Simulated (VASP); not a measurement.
Input of a VASP 6.6.1 run:

INCAR

```
PREC = Accurate
ENCUT = 520
EDIFF = 1E-6
ISMEAR = -1
SIGMA = 0.1
LREAL = Auto
LASPH = T
NELM = 80
ALGO = Normal
ISIF = 2
LWAVE = F
LCHARG = F
GGA = PE
NBANDS = 82
```

The input KPOINTS:

```
regular mesh
0
Gamma
  2 2 3
```

POSCAR

```
NaMo6Se8
1.0
    7.5171070000      0.4943190000     -1.4734760000
    0.4604410000      7.2299700000      0.5423670000
   -1.2685090000     -1.0822340000      6.0542140000
Mo Na Se
6 1 8
Direct
    0.8981379679      0.4571545228      0.6945255343
    0.8465690639      0.0622087365      0.7818452126
    0.1930059706      0.8925205534      0.7957173252
    0.4887612638      0.5361588432      0.4985902594
    0.8074975089      0.7832343550      0.3737170064
    0.1112975688      0.7616394575      0.1647018405
    0.4916228544      0.1527529366      0.1545974961
    0.3895375980      0.5950441482      0.0292221240
   -0.0094547077      0.0598582750      0.3743135875
    0.1325537783      0.5865203787      0.5441222449
    0.4189143818      0.9048172122      0.5058893344
    0.3301177492      0.2500807872      0.6624658485
    0.7390139837      0.4283225044      0.1534340175
    0.1073327978      0.3727245985      0.1332089978
    0.7241927698      0.7429442727      0.8649174293
```

Potentials or basis: VASP PAW PBE potentials, release 64 (Mo_sv, Na_pv, Se).

Launch:

```sh
$ cat potpaw_PBE.64/Mo_sv/POTCAR potpaw_PBE.64/Na_pv/POTCAR potpaw_PBE.64/Se/POTCAR > POTCAR
$ mpirun -np 1 vasp_std > vasp.out
```

Q: What does it give for the band gap on the k mesh?

A: Zero (an odd number of electrons rules out a gap without spin polarisation).

Q: What does it give for the largest force?

A: 2.795 eV/Å.

Forces on the atoms (eV/Å):
```
Mo  -0.765  0.503 -0.252
Mo   2.021 -1.439 -0.847
Mo  -2.609 -0.585 -0.814
Mo   0.765  0.691 -0.347
Mo   0.546 -0.799  0.480
Mo  -0.022  0.479 -0.841
Na   0.169 -0.075  0.291
Se  -0.072  1.127  1.879
Se  -1.275 -1.272  0.127
Se  -1.040  1.633  0.403
Se  -0.344 -0.729 -1.255
Se   1.001 -0.060  0.598
Se   0.287 -0.025  1.786
Se  -0.494  0.318 -1.813
Se   1.831  0.234  0.603
```

Caveat: the k points lie up to 0.45 Å⁻¹ apart, too coarse for converged energies and pressures of a metal.
